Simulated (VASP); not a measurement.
A run of VASP 6.6.1:

INCAR

```
SYSTEM = Li
PREC     = Accurate       ! precision mode
ENCUT    = 520            ! plane-wave cutoff, eV
EDIFF    = 1E-6           ! SCF threshold, eV
ISMEAR   = -1             ! smearing method
SIGMA    = 0.05           ! smearing width, eV
LREAL    = .False.        ! projectors in reciprocal space
LASPH    = .True.         ! aspherical terms in the spheres
NELM     = 80             ! most SCF steps
ALGO     = Normal         ! electronic algorithm
ISIF     = 2              ! what is computed and relaxed
LWAVE    = .False.        ! write WAVECAR
LCHARG   = .False.        ! write CHGCAR
NBANDS   = 10             ! bands
```

The input KPOINTS:

```
regular mesh
0
Gamma
  15 15 8
  0 0 0
```

The input POSCAR:

```
Li
1.0
    2.9122494700      0.0000000000      0.0000000000
   -1.4561247350      2.5220820232      0.0000000000
    0.0000000000      0.0000000000      4.7847570651
Li
2
Direct
    0.3333333333      0.6666666667      0.2500000000
    0.6666666667      0.3333333333      0.7500000000
```

Potentials or basis: VASP PAW LDA potentials, release 64 (Li_sv).

Launch:

```bash
$ cat potpaw_LDA.64/Li_sv/POTCAR > POTCAR
$ mpirun -np 1 vasp_std > vasp.out
```

Hardware: 1 thread of AMD EPYC 9R45 96-Core Processor (Zen 5) (shared host).

**Question.** How long does it take, and how much memory?

**Answer.** Wall time 23 s on 1 thread of AMD EPYC 9R45 96-Core Processor (Zen 5), with other jobs on the host, peak memory 0.12 GiB. Counts: scf iterations 10, k points 135.
